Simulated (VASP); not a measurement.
# Ta2SiO3 (R3m) in VASP: single point with PBE

Aim: the single point of Ta2SiO3 with PBE.

Program: VASP 6.6.1. These are calculated values, not measurements. Logs are shortened: lines on timing, memory, paths and dates and some standing lists are left out, and cuts for length are marked.

## (1) The cell of the first run

The structure is trigonal, space group R3m (No. 160). The conventional cell has a = 4.870 Å, b = 4.870 Å, c = 11.811 Å, α = 90.00°, β = 90.00°, γ = 120.00°. Within 3.2 Å of Ta (site symmetry 3m) lie 6 O at 2.46 Å and 4 Si at 2.56 to 3.13 Å and 4 Ta at 2.90 to 3.00 Å. Within 2.6 Å of Ta (site symmetry 3m) lie 3 O at 1.98 Å. Within 2.3 Å of Si (site symmetry 3m) lie 3 O at 1.73 Å. Within 2.5 Å of O (site symmetry m) lie 1 Si at 1.73 Å and 3 Ta at 1.98 to 2.46 Å and 4 O at 2.39 to 2.48 Å.

The cell was built from a structure type or drawn by symmetry, and may not be a known phase.

## (2) Single point, PBE

INCAR

```
PREC = Accurate ; ENCUT = 600
EDIFF = 1E-6 ; ISMEAR = 0
SIGMA = 0.15 ; LREAL = False
LASPH = True ; NELM = 120
ALGO = Normal ; ISIF = 2
LWAVE = False ; LCHARG = False
GGA = PE ; NBANDS = 31
GGA_COMPAT = False
```

KPOINTS

```
regular mesh
0
Gamma
  3 3 3
```

POSCAR

```
Ta2SiO3
1.0
    2.4351380477      1.4059276073      3.9369160045
   -2.4351380477      1.4059276073      3.9369160045
    0.0000000000     -2.8118552147      3.9369160045
Ta Si O
2 1 3
Direct
    0.6063548237      0.6063548237      0.6063548237
    0.8518201386      0.8518201386      0.8518201386
    0.3894683233      0.3894683233      0.3894683233
    0.1369026857      0.6272842330      0.1369026857
    0.1369026857      0.1369026857      0.6272842330
    0.6272842330      0.1369026857      0.1369026857
```

Potentials or basis: VASP PAW PBE potentials, release 64 (Ta_pv, Si, O).

Run with:

```console
> cat potpaw_PBE.64/Ta_pv/POTCAR potpaw_PBE.64/Si/POTCAR potpaw_PBE.64/O/POTCAR > POTCAR
> mpirun -np 1 vasp_std > vasp.out
```

OUTCAR:

```text
PREC = Accurate
   ENCUT = 600
   EDIFF = 1E-6
   ISMEAR = 0
   LREAL = False
   LASPH = True
   NELM = 120
   ISIF = 2
   GGA = PE

 ion  position               nearest neighbor table
   1  0.606  0.606  0.606-   4 2.46   6 2.46   4 2.46   6 2.46   5 2.46   5 2.46   3 2.56   2 2.90
                             2 3.00   2 3.00   2 3.00   3 3.13   3 3.13   3 3.13
   2  0.852  0.852  0.852-   5 1.98   4 1.98   6 1.98   1 2.90   1 3.00   1 3.00   1 3.00   3 3.20
                             3 3.20   3 3.20
   3  0.389  0.389  0.389-   5 1.73   4 1.73   6 1.73   1 2.56   1 3.13   1 3.13   1 3.13   2 3.20
                             2 3.20   2 3.20
   4  0.137  0.627  0.137-   3 1.73   2 1.98   1 2.46   1 2.46
   5  0.137  0.137  0.627-   3 1.73   2 1.98   1 2.46   1 2.46
   6  0.627  0.137  0.137-   3 1.73   2 1.98   1 2.46   1 2.46

  LATTYP: Found a trigonal (rhomboedric) cell.
 ALAT       =     4.8379579757
 COS(alpha) =     0.4932975722

  Lattice vectors:

 A1 = (   2.4351380477,   1.4059276073,   3.9369160045)
 A2 = (  -2.4351380477,   1.4059276073,   3.9369160045)
 A3 = (   0.0000000000,  -2.8118552147,   3.9369160045)

Analysis of symmetry for initial positions (statically):
=====================================================================
 Subroutine PRICEL returns:
 Original cell was already a primitive cell.

 Routine SETGRP: Setting up the symmetry group for a
 trigonal (rhombohedral) supercell.

 Subroutine GETGRP returns: Found  6 space group operations
 (whereof  6 operations were pure point group operations)
 out of a pool of 12 trial point group operations.

The static configuration has the point symmetry C_3v.

Analysis of symmetry for dynamics (positions and initial velocities):
=====================================================================
 Subroutine PRICEL returns:
 Original cell was already a primitive cell.

 Routine SETGRP: Setting up the symmetry group for a
 trigonal (rhombohedral) supercell.

 Subroutine GETGRP returns: Found  6 space group operations
 (whereof  6 operations were pure point group operations)
 out of a pool of 12 trial point group operations.

The dynamic configuration has the point symmetry C_3v.

 Subroutine INISYM returns: Found  6 space group operations
 (whereof  6 operations are pure point group operations),
 and found     1 'primitive' translations

----------------------------------------------------------------------------------------

                                     Primitive cell

  volume of cell :      80.8712

  direct lattice vectors                    reciprocal lattice vectors
     2.435138048  1.405927607  3.936916005     0.205327168  0.118545696  0.084668642
    -2.435138048  1.405927607  3.936916005    -0.205327168  0.118545696  0.084668642
     0.000000000 -2.811855215  3.936916005     0.000000000 -0.237091392  0.084668642

  length of vectors
     4.837957976  4.837957976  4.837957976     0.251756047  0.251756047  0.251756047

  position of ions in fractional coordinates (direct lattice)
     0.606354824  0.606354824  0.606354824
     0.851820139  0.851820139  0.851820139
     0.389468323  0.389468323  0.389468323
     0.136902686  0.627284233  0.136902686
     0.136902686  0.136902686  0.627284233
     0.627284233  0.136902686  0.136902686

  ion indices of the primitive-cell ions
   primitive index   ion index
                 1           1
                 2           2
                 3           3
                 4           4
                 5           5
                 6           6

----------------------------------------------------------------------------------------

 KPOINTS: regular mesh

Automatic generation of k-mesh.
 Grid dimensions read from file:
 generate k-points for:    3    3    3

 Generating k-lattice:

  Cartesian coordinates                     Fractional coordinates (reciprocal lattice)
     0.068442389  0.039515232  0.028222881     0.333333333  0.000000000  0.000000000
    -0.068442389  0.039515232  0.028222881     0.000000000  0.333333333  0.000000000
     0.000000000 -0.079030464  0.028222881     0.000000000  0.000000000  0.333333333

  Length of vectors
     0.083918682  0.083918682  0.083918682

  Shift w.r.t. Gamma in fractional coordinates (k-lattice)
     0.000000000  0.000000000  0.000000000

 Subroutine IBZKPT returns following result:
 ===========================================

 Found      6 irreducible k-points:

 Following reciprocal coordinates:
            Coordinates               Weight
  0.000000  0.000000  0.000000      1.000000
  0.333333  0.000000  0.000000      6.000000
  0.333333  0.333333  0.000000      6.000000
 -0.333333  0.333333  0.000000      6.000000
  0.333333  0.333333  0.333333      2.000000
 -0.333333  0.333333  0.333333      6.000000
   k-points           NKPTS =      6   k-points in BZ     NKDIM =      6   number of bands    NBANDS=     31
   number of dos      NEDOS =    301   number of ions     NIONS =      6
   total plane-waves  NPLWV =  64000
   dimension x,y,z NGX =    40 NGY =   40 NGZ =   40
   dimension x,y,z NGXF=    80 NGYF=   80 NGZF=   80
   ions per type =               2   1   3
   NGX,Y,Z   is equivalent  to a cutoff of  13.75, 13.75, 13.75 a.u.
   NGXF,Y,Z  is equivalent  to a cutoff of  27.49, 27.49, 27.49 a.u.
 SYSTEM =  unknown system
   PREC   = accura    normal or accurate (medium, high low for compatibility)
   ISTART =      0    job   : 0-new  1-cont  2-samecut
   ICHARG =      2    charge: 1-file 2-atom 10-const
   ISPIN  =      1    spin polarized calculation?
   LNONCOLLINEAR =      F non collinear calculations
   LSORBIT =      F    spin-orbit coupling
   LASPH  =      T    aspherical Exc in radial PAW
   ENCUT  =  600.0 eV  44.10 Ry    6.64 a.u.   9.66  9.66  9.66*2*pi/ulx,y,z
   NELM   =    120;   NELMIN=  2; NELMDL= -5     # of ELM steps
   EDIFF  = 0.1E-05   stopping-criterion for ELM
   LREAL  =      F    real-space projection
   EDIFFG = 0.1E-04   stopping-criterion for IOM
   NSW    =      0    number of steps for IOM
   IBRION =     -1    ionic relax: 0-MD 1-quasi-New 2-CG
   NFREE  =      0    steps in history (QN), initial steepest desc. (CG)
   ISIF   =      2    stress and relaxation
   ISYM   =      2    0-nonsym 1-usesym 2-fastsym
   POTIM  = 0.5000    time-step for ionic-motion
   TEBEG  =    0.0;   TEEND  =   0.0 temperature during run
   PSTRESS=    0.0 pullay stress
   NELECT =      44.0000    total number of electrons
   NUPDOWN=      -1.0000    fix difference up-down
   EMIN   =  10.00;   EMAX   =-10.00  energy-range for DOS
   EFERMI =   0.00;   METHOD = LEGACY
   ISMEAR =     0;   SIGMA  =   0.15  broadening in eV -4-tet -1-fermi 0-gaus
   EFERMI_NEDOS =   21; number of points for ismear=-14 and -15
   IALGO  =     38    algorithm
   IMIX   =      4    mixing-type and parameters
     AMIX     =   0.40;   BMIX     =  1.00
     AMIX_MAG =   1.60;   BMIX_MAG =  1.00
  volume/ion in A,a.u.               =      13.48        90.96
  Fermi-wavevector in a.u.,A,eV,Ry     =   1.336476  2.525573 24.302282  1.786167
  Thomas-Fermi vector in A             =   2.465099
   LORBIT       =      0    0 simple, 1 ext, 2 COOP (PROOUT), +10 PAW based schemes
   GGA     = PE    functional components
   LHFCALC =     F    Hartree Fock is set to
   AEXX    =    0.0000 exact exchange contribution
   IVDW    =     0    specifies the selected vdW correction
   LEPSILON=     F    determine dielectric tensor
   LRPA    =     F    only Hartree local field effects (RPA)
 non-spin polarized calculation
 Gauss-broadening in eV      SIGMA  =   0.15
  energy-cutoff  :      600.00
  volume of cell :       80.87
 maximum number of plane-waves:      2721
 NGX is ok and might be reduce to    40
   NGX = 19   NGY = 19   NGZ = 19

 number of electron      43.9999996 magnetization

 Free energy of the ion-electron system (eV)
  ---------------------------------------------------
  ext. energy  EPLUGINS =         0.00000000
  ---------------------------------------------------
  free energy    TOTEN  =       -50.82852550 eV

  energy without entropy =      -50.80462496  energy(sigma->0) =      -50.81657523

 E-fermi :   5.7937     XC(G=0): -11.1795

 val. band max:        5.6176716303   @ k =   0.3333   0.3333   0.0000
 cond. band min:       5.8678193807   @ k =   0.0000   0.0000   0.0000
 fundamental gap:      0.2501477504
 Fermi energy:         5.7937145335

 k-point     1 :       0.0000    0.0000    0.0000
  band No.  band energies     occupation
      1     -30.0037      2.00000
      2     -30.0037      2.00000
      3     -29.7346      2.00000
      4     -29.6901      2.00000
      5     -29.6901      2.00000
      6     -29.1149      2.00000
[... 23 lines left out ...]
     30      10.3634      0.00000
     31      11.7807      0.00000

 k-point     2 :       0.3333    0.0000    0.0000
  band No.  band energies     occupation
      1     -30.0323      2.00000
      2     -30.0273      2.00000
      3     -29.7729      2.00000
      4     -29.6623      2.00000
      5     -29.6457      2.00000
      6     -29.1077      2.00000
[... 23 lines left out ...]
     30      10.2607      0.00000
     31      12.2908      0.00000

 k-point     3 :       0.3333    0.3333    0.0000
  band No.  band energies     occupation
      1     -30.0577      2.00000
      2     -30.0158      2.00000
      3     -29.7591      2.00000
      4     -29.6717      2.00000
      5     -29.6373      2.00000
      6     -29.1088      2.00000
[... 23 lines left out ...]
     30      10.7085      0.00000
     31      11.3878      0.00000

 k-point     4 :      -0.3333    0.3333    0.0000
  band No.  band energies     occupation
      1     -30.0820      2.00000
      2     -30.0034      2.00000
      3     -29.7801      2.00000
      4     -29.6658      2.00000
      5     -29.6195      2.00000
      6     -29.1040      2.00000
[... 23 lines left out ...]
     30      10.8562      0.00000
     31      11.0544      0.00000

 k-point     5 :       0.3333    0.3333    0.3333
  band No.  band energies     occupation
      1     -30.0266      2.00000
      2     -30.0266      2.00000
      3     -29.7353      2.00000
      4     -29.6669      2.00000
      5     -29.6669      2.00000
      6     -29.1219      2.00000
[... 23 lines left out ...]
     30       9.6753      0.00000
     31      12.1000      0.00000

 k-point     6 :      -0.3333    0.3333    0.3333
  band No.  band energies     occupation
      1     -30.0550      2.00000
      2     -30.0371      2.00000
      3     -29.7414      2.00000
      4     -29.6694      2.00000
      5     -29.6397      2.00000
      6     -29.1102      2.00000
[... 23 lines left out ...]
     30      10.6860      0.00000
     31      11.3834      0.00000

------------------------ aborting loop because EDIFF is reached ----------------------------------------

  FORCE on cell =-STRESS in cart. coord.  units (eV):
  Direction    XX          YY          ZZ          XY          YZ          ZX
  --------------------------------------------------------------------------------------
  -------------------------------------------------------------------------------------
  Total       -0.0100981     -0.0100981      0.3963874      0.0000000     -0.0000000      0.0000000
  in kB       -0.2000581     -0.2000581      7.8530153      0.0000000     -0.0000000      0.0000000
  external PRESSURE =       2.4842997 kB  Pullay stress =       0.0000000 kB

 VOLUME and BASIS-vectors are now :
 -----------------------------------------------------------------------------
  energy-cutoff  :      600.00
  volume of cell :       80.87
      direct lattice vectors                 reciprocal lattice vectors
     2.435138048  1.405927607  3.936916005     0.205327168  0.118545696  0.084668642
    -2.435138048  1.405927607  3.936916005    -0.205327168  0.118545696  0.084668642
     0.000000000 -2.811855215  3.936916005     0.000000000 -0.237091392  0.084668642

 POSITION                                       TOTAL-FORCE (eV/Angst)
 -----------------------------------------------------------------------------------
      0.00000     -0.00000      7.16150         0.000000      0.000000     -0.020372
      0.00000     -0.00000     10.06063         0.000000      0.000000     -0.112749
      0.00000     -0.00000      4.59991         0.000000      0.000000     -0.016235
     -1.19415      0.68944      3.54751         0.068559     -0.039583      0.049785
      0.00000     -1.37888      3.54751         0.000000      0.079165      0.049785
      1.19415      0.68944      3.54751        -0.068559     -0.039583      0.049785
 -----------------------------------------------------------------------------------
    total drift:                               -0.000000      0.000000      0.000831

  FREE ENERGIE OF THE ION-ELECTRON SYSTEM (eV)
  ---------------------------------------------------
  free  energy   TOTEN  =       -50.8285254992 eV

  energy  without entropy=      -50.8046249603  energy(sigma->0) =      -50.81657523
```

Run time: 16 s. Hardware: 1 thread of Intel Xeon 6975P-C (Granite Rapids), shared host; peak memory 0.23 GiB.

Results:

| Item | Value |
| --- | --- |
| Free energy | -50.8285 eV |
| Pressure | 0.2 GPa |
| Largest force | 0.113 eV/Å |

Forces in eV/Å, atoms in the order of the input:
```
Ta   0.000  0.000 -0.020
Ta   0.000  0.000 -0.113
Si   0.000  0.000 -0.016
O    0.069 -0.040  0.050
O    0.000  0.079  0.050
O   -0.069 -0.040  0.050
```

Caveat: the k points lie up to 0.53 Å⁻¹ apart; spin-orbit coupling is left out, which moves the levels of the heavy elements.
